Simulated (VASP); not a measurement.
# Sb2S3: single point with PBE+D3(BJ)

The system is Sb2S3.

```xyz
20
Lattice="11.1775 0.0000 0.0000 0.0000 3.8446 0.0000 0.0000 0.0000 10.9345" Properties=species:S:1:pos:R:3 pbc="T T T"
Sb    9.4528    2.8834    5.0913
Sb    1.7247    0.9611    5.8432
Sb    7.3134    0.9611   10.5585
Sb    3.8641    2.8834    0.3760
Sb   10.9393    0.9611    1.8990
Sb    0.2382    2.8834    9.0355
Sb    5.8270    2.8834    7.3662
Sb    5.3505    0.9611    3.5683
S     9.7838    2.8834    0.6400
S     1.3937    0.9611   10.2945
S     6.9824    0.9611    6.1072
S     4.1951    2.8834    4.8273
S     0.5636    2.8834    4.0802
S    10.6139    0.9611    6.8543
S     5.0252    0.9611    9.5474
S     6.1523    2.8834    1.3870
S     3.2284    0.9611    2.1181
S     7.9490    2.8834    8.8163
S     2.3603    2.8834    7.5854
S     8.8172    0.9611    3.3491
```

```
Program             : VASP 6.6.1
Task                : single point
Functional          : PBE
Dispersion          : D3(BJ)
Potentials or basis : VASP PAW PBE potentials, release 64 (Sb, S)
Cutoff              : 500 eV
k mesh              : 2 × 6 × 2
Occupations         : fermi-dirac, width 0.02 eV
Spin                : no spin polarisation
```

- Pressure: -0.1 GPa
- Largest force: 0.013 eV/Å
- Band gap on the k mesh: 1.22 eV
- Dispersion energy per atom: -0.380 eV

Forces in eV/Å, atoms in the order of the input:
```
Sb   0.006  0.000  0.003
Sb  -0.006  0.000 -0.003
Sb  -0.006  0.000  0.003
Sb   0.006  0.000 -0.003
Sb   0.006  0.000  0.012
Sb  -0.006  0.000 -0.012
Sb  -0.006  0.000  0.012
Sb   0.006  0.000 -0.012
S   -0.008  0.000 -0.004
S    0.008  0.000  0.004
S    0.008  0.000 -0.004
S   -0.008  0.000  0.004
S    0.006  0.000 -0.004
S   -0.006  0.000  0.004
S   -0.006  0.000 -0.004
S    0.006  0.000  0.004
S    0.001  0.000  0.001
S   -0.001  0.000 -0.001
S   -0.001  0.000  0.001
S    0.001  0.000 -0.001
```

Levels at points of the mesh, in eV from the valence-band top:
```csv
k point,band 54,band 55,band 56,band 57,band 58,band 59
"(0.00, 0.00, 0.00)",-0.25,-0.16,0.00,1.22,1.52,1.54
"(0.50, 0.00, 0.00)",-0.19,-0.06,-0.06,1.49,1.49,1.71
"(0.00, 0.50, 0.00)",-0.68,-0.13,-0.13,1.94,1.94,2.17
"(0.50, 0.50, 0.00)",-0.41,-0.41,-0.41,2.18,2.18,2.18
"(0.00, 0.00, 0.50)",-0.23,-0.15,-0.15,1.25,1.25,2.05
"(0.50, 0.00, 0.50)",-0.37,-0.36,-0.36,1.31,1.31,2.05
"(0.00, 0.50, 0.50)",-0.80,-0.51,-0.51,1.75,1.75,1.95
"(0.50, 0.50, 0.50)",-0.84,-0.84,-0.84,1.97,1.97,1.97
```

Wall time 5.2 min on 1 thread of Intel(R) Xeon(R) 6975P-C (Granite Rapids) (shared host), peak memory 0.67 GiB.

Caveat: spin-orbit coupling is left out, which moves the levels of the heavy elements. A k mesh can miss the band edges.
